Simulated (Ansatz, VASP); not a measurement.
One calculation of Au, two programs

INCAR

```
PREC = Accurate ; ENCUT = 600
EDIFF = 1E-7 ; ISMEAR = -1
SIGMA = 0.05 ; LREAL = False
LASPH = True ; NELM = 100
ALGO = Normal ; ISIF = 3
LWAVE = False ; LCHARG = False
GGA = PE ; IBRION = 2
NSW = 45 ; EDIFFG = -0.005
```

KPOINTS

```
regular mesh
0
Gamma
  18 18 18
```

File POSCAR:

```
Au
1.0
   -1.6508035344      1.6508035344      1.6508035344
    1.6508035344     -1.6508035344      1.6508035344
    1.6508035344      1.6508035344     -1.6508035344
Au
1
Direct
    0.0000000000      0.0000000000      0.0000000000
```

Input for Ansatz:

```yaml
crystal:
  lattice:
    - [-1.6508035344, 1.6508035344, 1.6508035344]
    - [1.6508035344, -1.6508035344, 1.6508035344]
    - [1.6508035344, 1.6508035344, -1.6508035344]
  atoms:
    - { symbol: Au, position: [0.0, 0.0, 0.0] }
kpoints:
  mp_grid: { grid: [18, 18, 18] }
scf:
  occupations: { method: fermi_dirac, width: 0.05 }
hamiltonian:
  xc: pbe
  pseudopotentials:
    kind: all_electron
    lapw: { basis_error: 0.0005 }
    relativity: none
output:
  forces: true
  stress: true
  eigenvalues: true
  populations: true
relax:
  f_tol: 0.005
  max_steps: 25
  cell: {}
```

Alike in both runs: task relaxation of cell and atoms; functional PBE; k mesh 18 × 18 × 18; occupations fermi-dirac, width 0.05 eV; no spin polarisation.

|  | VASP | Ansatz |
| --- | --- | --- |
| version | VASP 6.6.1 | Ansatz 0.2.0 |
| potentials or method | VASP PAW PBE potentials, release 64 (Au), cutoff 600 eV | all-electron LAPW, non-relativistic |

```csv
,VASP,Ansatz,Ansatz less VASP
relaxed volume (Å³/atom),17.97,21.97,+3.996
relaxed cell length with the largest relative difference (Å),2.858,3.056,+0.1978
```

Ansatz ran all-electron here, and VASP with PAW potentials.

Spin-orbit coupling is off throughout.
